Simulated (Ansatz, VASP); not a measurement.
Ca3TiN: VASP beside Ansatz

```xyz
5
Lattice="4.9932 0.0000 0.0000 0.0000 4.9932 0.0000 0.0000 0.0000 4.9932" Properties=species:S:1:pos:R:3 pbc="T T T"
Ca    2.4966    2.4966    0.0000
Ca    0.0000    2.4966    2.4966
Ca    2.4966    0.0000    2.4966
Ti    0.0000    0.0000    0.0000
N     2.4966    2.4966    2.4966
```

Change from the starting cell: species swapped into the Tb3InN type (Pm-3m, No. 221).

Alike in both runs: functional PBE; k mesh 8 × 8 × 8; occupations gaussian, width 0.1 eV; collinear spin.

Ansatz relaxed the structure, and its values are those at the end. VASP's run is a single point on that final structure, the one shown.

|  | VASP | Ansatz |
| --- | --- | --- |
| version | VASP 6.6.1 | Ansatz 0.2.0 |
| potentials or method | VASP PAW PBE potentials, release 64 (Ca_sv, Ti_sv, N), cutoff 520 eV | scalar-relativistic, plane waves, PAW |
| valence electrons in the cell | 47 | 47 |

```tsv
	VASP	Ansatz	Ansatz less VASP
gap on the k mesh at the Fermi level (eV)	none	none	-
pressure (GPa)	-0.9	0.0	+0.87
net moment per atom (μB)	0.00	0.84	+0.843
size of the moment on the site where the two differ most (μB)	0.00	2.40	+2.401
```

The net moments are unlike, so the other rows may belong to different states. Site moments also hang on the region over which each program counts them. A gap of «none» marks a metal or a gap that the smearing closes. Ansatz's warnings: given moment on shells.
